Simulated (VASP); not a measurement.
# ZrB (Fm-3m) in VASP: settings compared

Aim: see how the results for ZrB move with the level of theory and the settings. Levels: RPBE, LDA, PBEsol. Tasks: relaxation of cell and atoms, single point.

All numbers are computed with VASP 6.6.1; they aren't measurements. Logs are shortened: lines on timing, memory, paths and dates and some standing lists are left out, and cuts for length are marked.

### Step 1. The cell of the first run

The structure is cubic, space group Fm-3m (No. 225). Conventional cell: a = 4.650 Å, b = 4.650 Å, c = 4.650 Å, α = 90.00°, β = 90.00°, γ = 90.00°. Zr (site symmetry m-3m) has 6 B at 2.33 Å within 3.1 Å. Within 3.1 Å of B (site symmetry m-3m) lie 6 Zr at 2.33 Å.

### Step 2. Relaxation of cell and atoms, RPBE

File INCAR:

```
  PREC = Accurate
  ENCUT = 600
  EDIFF = 1E-6
  ISMEAR = -1
  SIGMA = 0.05
  LREAL = False
  LASPH = True
  NELM = 80
  ALGO = Normal
  ISIF = 3
  LWAVE = False
  LCHARG = False
  GGA = RP
  IBRION = 2
  NSW = 60
  EDIFFG = -0.01
```

File KPOINTS:

```
Automatic mesh
0
Gamma
  10 10 10
```

File POSCAR:

```
ZrB
1.0
    0.0000000000      2.3250000000      2.3250000000
    2.3250000000      0.0000000000      2.3250000000
    2.3250000000      2.3250000000      0.0000000000
Zr B
1 1
Direct
    0.0000000000      0.0000000000      0.0000000000
    0.5000000000      0.5000000000      0.5000000000
```

Potentials or basis: VASP PAW PBE potentials, release 64 (Zr_sv, B).

Started as:

```console
cat potpaw_PBE.64/Zr_sv/POTCAR potpaw_PBE.64/B/POTCAR > POTCAR
mpirun -np 1 vasp_std > vasp.out
```

OUTCAR:

```text
PREC = Accurate
   ENCUT = 600
   EDIFF = 1E-6
   ISMEAR = -1
   LREAL = False
   LASPH = True
   NELM = 80
   ISIF = 3
   GGA = RP
   IBRION = 2
   NSW = 60
   EDIFFG = -0.01

 ion  position               nearest neighbor table
   1  0.000  0.000  0.000-   2 2.33   2 2.33   2 2.33   2 2.33   2 2.33   2 2.33
   2  0.500  0.500  0.500-   1 2.33   1 2.33   1 2.33   1 2.33   1 2.33   1 2.33

  LATTYP: Found a face centered cubic cell.
 ALAT       =     4.6500000000

  Lattice vectors:

 A1 = (   0.0000000000,   2.3250000000,   2.3250000000)
 A2 = (   2.3250000000,   0.0000000000,   2.3250000000)
 A3 = (   2.3250000000,   2.3250000000,   0.0000000000)

Analysis of symmetry for initial positions (statically):
=====================================================================
 Subroutine PRICEL returns:
 Original cell was already a primitive cell.

 Routine SETGRP: Setting up the symmetry group for a
 face centered cubic supercell.

 Subroutine GETGRP returns: Found 48 space group operations
 (whereof 48 operations were pure point group operations)
 out of a pool of 48 trial point group operations.

The static configuration has the point symmetry O_h .

Analysis of symmetry for dynamics (positions and initial velocities):
=====================================================================
 Subroutine PRICEL returns:
 Original cell was already a primitive cell.

 Routine SETGRP: Setting up the symmetry group for a
 face centered cubic supercell.

 Subroutine GETGRP returns: Found 48 space group operations
 (whereof 48 operations were pure point group operations)
 out of a pool of 48 trial point group operations.

The dynamic configuration has the point symmetry O_h .

 Subroutine INISYM returns: Found 48 space group operations
 (whereof 48 operations are pure point group operations),
 and found     1 'primitive' translations

----------------------------------------------------------------------------------------

                                     Primitive cell

  volume of cell :      25.1362

  direct lattice vectors                    reciprocal lattice vectors
     0.000000000  2.325000000  2.325000000    -0.215053763  0.215053763  0.215053763
     2.325000000  0.000000000  2.325000000     0.215053763 -0.215053763  0.215053763
     2.325000000  2.325000000  0.000000000     0.215053763  0.215053763 -0.215053763

  length of vectors
     3.288046533  3.288046533  3.288046533     0.372484045  0.372484045  0.372484045

  position of ions in fractional coordinates (direct lattice)
     0.000000000  0.000000000  0.000000000
     0.500000000  0.500000000  0.500000000

  ion indices of the primitive-cell ions
   primitive index   ion index
                 1           1
                 2           2

----------------------------------------------------------------------------------------

 KPOINTS: Automatic mesh

Automatic generation of k-mesh.
 Grid dimensions read from file:
 generate k-points for:   10   10   10

 Generating k-lattice:

  Cartesian coordinates                     Fractional coordinates (reciprocal lattice)
    -0.021505376  0.021505376  0.021505376     0.100000000  0.000000000  0.000000000
     0.021505376 -0.021505376  0.021505376     0.000000000  0.100000000  0.000000000
     0.021505376  0.021505376 -0.021505376     0.000000000  0.000000000  0.100000000

  Length of vectors
     0.037248404  0.037248404  0.037248404

  Shift w.r.t. Gamma in fractional coordinates (k-lattice)
     0.000000000  0.000000000  0.000000000

 Subroutine IBZKPT returns following result:
 ===========================================

 Found     47 irreducible k-points:

 Following reciprocal coordinates:
            Coordinates               Weight
  0.000000  0.000000  0.000000      1.000000
  0.100000  0.000000  0.000000      8.000000
  0.200000  0.000000  0.000000      8.000000
  0.300000  0.000000  0.000000      8.000000
  0.400000  0.000000  0.000000      8.000000
  0.500000  0.000000  0.000000      4.000000
[... 16 lines left out ...]
  0.300000  0.300000  0.000000      6.000000
  0.400000  0.300000  0.000000     24.000000
 [... further k-points ...]
   k-points           NKPTS =     47   k-points in BZ     NKDIM =     47   number of bands    NBANDS=     11
   number of dos      NEDOS =    301   number of ions     NIONS =      2
   total plane-waves  NPLWV =  21952
   dimension x,y,z NGX =    28 NGY =   28 NGZ =   28
   dimension x,y,z NGXF=    56 NGYF=   56 NGZF=   56
   ions per type =               1   1
   NGX,Y,Z   is equivalent  to a cutoff of  14.16, 14.16, 14.16 a.u.
   NGXF,Y,Z  is equivalent  to a cutoff of  28.31, 28.31, 28.31 a.u.
 SYSTEM =  unknown system
   PREC   = accura    normal or accurate (medium, high low for compatibility)
   ISTART =      0    job   : 0-new  1-cont  2-samecut
   ICHARG =      2    charge: 1-file 2-atom 10-const
   ISPIN  =      1    spin polarized calculation?
   LNONCOLLINEAR =      F non collinear calculations
   LSORBIT =      F    spin-orbit coupling
   LASPH  =      T    aspherical Exc in radial PAW
   ENCUT  =  600.0 eV  44.10 Ry    6.64 a.u.   6.57  6.57  6.57*2*pi/ulx,y,z
   NELM   =     80;   NELMIN=  2; NELMDL= -5     # of ELM steps
   EDIFF  = 0.1E-05   stopping-criterion for ELM
   LREAL  =      F    real-space projection
   EDIFFG = -.1E-01   stopping-criterion for IOM
   NSW    =     60    number of steps for IOM
   IBRION =      2    ionic relax: 0-MD 1-quasi-New 2-CG
   NFREE  =      1    steps in history (QN), initial steepest desc. (CG)
   ISIF   =      3    stress and relaxation
   ISYM   =      2    0-nonsym 1-usesym 2-fastsym
   POTIM  = 0.5000    time-step for ionic-motion
   TEBEG  =    0.0;   TEEND  =   0.0 temperature during run
   PSTRESS=    0.0 pullay stress
   NELECT =      15.0000    total number of electrons
   NUPDOWN=      -1.0000    fix difference up-down
   EMIN   =  10.00;   EMAX   =-10.00  energy-range for DOS
   EFERMI =   0.00;   METHOD = LEGACY
   ISMEAR =    -1;   SIGMA  =   0.05  broadening in eV -4-tet -1-fermi 0-gaus
   EFERMI_NEDOS =   21; number of points for ismear=-14 and -15
   IALGO  =     38    algorithm
   IMIX   =      4    mixing-type and parameters
     AMIX     =   0.40;   BMIX     =  1.00
     AMIX_MAG =   1.60;   BMIX_MAG =  1.00
  volume/ion in A,a.u.               =      12.57        84.81
  Fermi-wavevector in a.u.,A,eV,Ry     =   1.378285  2.604581 25.846565  1.899669
  Thomas-Fermi vector in A             =   2.503360
   LORBIT       =      0    0 simple, 1 ext, 2 COOP (PROOUT), +10 PAW based schemes
   GGA     = RP    functional components
   LHFCALC =     F    Hartree Fock is set to
   AEXX    =    0.0000 exact exchange contribution
   IVDW    =     0    specifies the selected vdW correction
   LEPSILON=     F    determine dielectric tensor
   LRPA    =     F    only Hartree local field effects (RPA)
 conjugate gradient relaxation of ions
 non-spin polarized calculation
  energy-cutoff  :      600.00
  volume of cell :       25.14
 maximum number of plane-waves:       869
 NGX is ok and might be reduce to    28
   NGX = 13   NGY = 13   NGZ = 13

--------------------------------------- Ionic step        1  -------------------------------------------

 number of electron      15.0000000 magnetization

 Free energy of the ion-electron system (eV)
  ---------------------------------------------------
  ext. energy  EPLUGINS =         0.00000000
  ---------------------------------------------------
  free energy    TOTEN  =       -14.78379430 eV

  energy without entropy =      -14.77507360  energy(sigma->0) =      -14.77943395

------------------------ aborting loop because EDIFF is reached ----------------------------------------

  FORCE on cell =-STRESS in cart. coord.  units (eV):
  Direction    XX          YY          ZZ          XY          YZ          ZX
  --------------------------------------------------------------------------------------
  -------------------------------------------------------------------------------------
  Total        5.9511974      5.9511974      5.9511974      0.0000000      0.0000000     -0.0000000
  in kB      379.3290205    379.3290205    379.3290205      0.0000000      0.0000000     -0.0000000
  external PRESSURE =     379.3290205 kB  Pullay stress =       0.0000000 kB
[... 89 lines left out ...]
  FREE ENERGIE OF THE ION-ELECTRON SYSTEM (eV)
  ---------------------------------------------------
  free  energy   TOTEN  =       -15.2805307078 eV

  energy  without entropy=      -15.2675327931  energy(sigma->0) =      -15.27403175

[... ionic steps 4 to 17 ...]

--------------------------------------- Ionic step       18  -------------------------------------------

 number of electron      15.0000000 magnetization

------------------------ aborting loop because EDIFF is reached ----------------------------------------

  FORCE on cell =-STRESS in cart. coord.  units (eV):
  Direction    XX          YY          ZZ          XY          YZ          ZX
  --------------------------------------------------------------------------------------
  -------------------------------------------------------------------------------------
  Total        0.0216121      0.0216121      0.0216121      0.0000000      0.0000000     -0.0000000
  in kB        1.1549371      1.1549371      1.1549371      0.0000000      0.0000000     -0.0000000
  external PRESSURE =       1.1549371 kB  Pullay stress =       0.0000000 kB
[... 57 lines left out ...]
  energy  without entropy=      -15.2685908184  energy(sigma->0) =      -15.27502090

--------------------------------------- Ionic step       20  -------------------------------------------

 number of electron      15.0000000 magnetization

 Free energy of the ion-electron system (eV)
  ---------------------------------------------------
  ext. energy  EPLUGINS =         0.00000000
  ---------------------------------------------------
  free energy    TOTEN  =       -15.28146773 eV

  energy without entropy =      -15.26862576  energy(sigma->0) =      -15.27504675

 E-fermi :   7.3767     XC(G=0): -11.3362

 val. band max:        7.3345713199   @ k =   0.5000   0.3000   0.1000
 cond. band min:       7.3802470069   @ k =  -0.2000   0.1000   0.0000
 fundamental gap:      0.0456756870
 Fermi energy:         7.3767203922

 k-point     1 :       0.0000    0.0000    0.0000
  band No.  band energies     occupation
      1     -40.2110      2.00000
      2     -18.0403      2.00000
      3     -18.0403      2.00000
      4     -18.0403      2.00000
      5      -0.6502      2.00000
      6       9.1207      0.00000
      7       9.1207      0.00000
      8       9.1207      0.00000
      9      10.4545      0.00000
     10      10.4545      0.00000
     11      10.7795      0.00000
[... 309 lines left out ...]
 k-point    24 :       0.4000    0.3000    0.0000
  band No.  band energies     occupation
      1     -40.1542      2.00000
      2     -18.4098      2.00000
      3     -18.1905      2.00000
      4     -18.1751      2.00000
      5       1.3991      2.00000
      6       5.6657      2.00000
      7       6.8621      1.99993
      8       8.4712      0.00000
      9       9.1757      0.00000
     10      11.9702      0.00000
     11      13.2863      0.00000

 [... further k-points ...]

------------------------ aborting loop because EDIFF is reached ----------------------------------------

  FORCE on cell =-STRESS in cart. coord.  units (eV):
  Direction    XX          YY          ZZ          XY          YZ          ZX
  --------------------------------------------------------------------------------------
  -------------------------------------------------------------------------------------
  Total       -0.0066690     -0.0066690     -0.0066690     -0.0000000     -0.0000000     -0.0000000
  in kB       -0.3561677     -0.3561677     -0.3561677     -0.0000000     -0.0000000     -0.0000000
  external PRESSURE =      -0.3561677 kB  Pullay stress =       0.0000000 kB
[... 17 lines left out ...]
  FREE ENERGIE OF THE ION-ELECTRON SYSTEM (eV)
  ---------------------------------------------------
  free  energy   TOTEN  =       -15.2814677295 eV

  energy  without entropy=      -15.2686257628  energy(sigma->0) =      -15.27504675

 reached required accuracy - stopping structural energy minimisation
```

Run time: 4.1 min. Hardware: 1 thread of Intel Xeon 8259CL, shared host; peak memory 0.17 GiB.

What came out:

```
Free energy                           : -15.2815 eV
Relaxed volume                        : 15.00 Å³/atom
Relaxed cell                          : a = 3.488 Å, b = 3.488 Å, c = 3.488 Å, α = 60.00°, β = 60.00°, γ = 60.00°
Space group after relaxing (to 0.1 Å) : Fm-3m (No. 225)
Energy gained by relaxing             : 248.8 meV/atom
Ionic steps                           : 20
Pressure after relaxing               : 0.0 GPa
Band gap on the k mesh                : zero (an odd number of electrons rules out a gap without spin polarisation)
```

The path:
```tsv
step	energy change (eV)	largest force (eV/Å)	pressure (GPa)	volume (Å³)
1	0.0000	0.0000	37.93	25.14
2	0.1288	0.0000	-21.91	37.59
3	-0.4967	0.0000	-1.22	30.24
4	-0.4976	0.0000	-0.21	30.04
5	-0.4976	0.0000	0.31	29.93
6	-0.4976	0.0000	0.32	29.93
7	-0.4976	0.0000	0.34	29.94
8	-0.4976	0.0000	0.30	29.94
9	-0.4976	0.0000	0.29	29.94
10	-0.4976	0.0000	0.29	29.94
11	-0.4976	0.0000	0.29	29.94
12	-0.4976	0.0000	0.29	29.94
13	-0.4976	0.0000	0.29	29.94
14	-0.4976	0.0000	0.30	29.94
15	-0.4976	0.0000	0.31	29.94
16	-0.4976	0.0000	0.25	29.95
17	-0.4977	0.0000	0.21	29.96
18	-0.4977	0.0000	0.12	29.98
19	-0.4977	0.0000	-0.16	30.03
20	-0.4977	0.0000	-0.04	30.00
```

Final structure:
```xyz
2
Lattice="0.0000 2.4662 2.4662 2.4662 0.0000 2.4662 2.4662 2.4662 0.0000" Properties=species:S:1:pos:R:3 pbc="T T T"
Zr    0.0000    0.0000    0.0000
B     2.4662    2.4662    2.4662
```

Caveat: the volume moved by over 15 % at a fixed basis, so the end points are rough; the PAW data sets were made with another functional, which shifts forces and pressure a little.

(Continued in part 2 of 2.)
